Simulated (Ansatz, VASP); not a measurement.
## Two plane-wave programs on Cd

```
Cd
1.0
     5.25865    0.00000    0.00000
    -2.62932    4.55412    0.00000
     0.00000    0.00000    3.17430
Cd
3
Direct
  0.00000 0.00000 0.00000
  0.33333 0.66667 0.50000
  0.66667 0.33333 0.50000
```

Alike in both runs: functional RPBE; k mesh 7 × 7 × 10; occupations fermi-dirac, width 0.1 eV; no spin polarisation.

Ansatz relaxed the structure, and its values are those at the end. VASP's run is a single point on that final structure, the one shown.

```csv
,VASP,Ansatz
version,VASP 6.6.1,Ansatz 0.2.0
potentials or method,"VASP PAW PBE potentials, release 64 (Cd), cutoff 520 eV","plane waves (420 eV) with PAW, scalar-relativistic"
valence electrons in the cell,36,60
```

|  | VASP | Ansatz | Ansatz less VASP |
| --- | --- | --- | --- |
| pressure (GPa) | 0.1 | 0.0 | -0.15 |

VASP's potentials were made for PBE, not for RPBE. The functional is the same, so the differences come from potentials, cutoffs and numerics. VASP's potentials hold 36 valence electrons a cell and Ansatz's 60, so a difference there can come from the potentials and not from the codes.
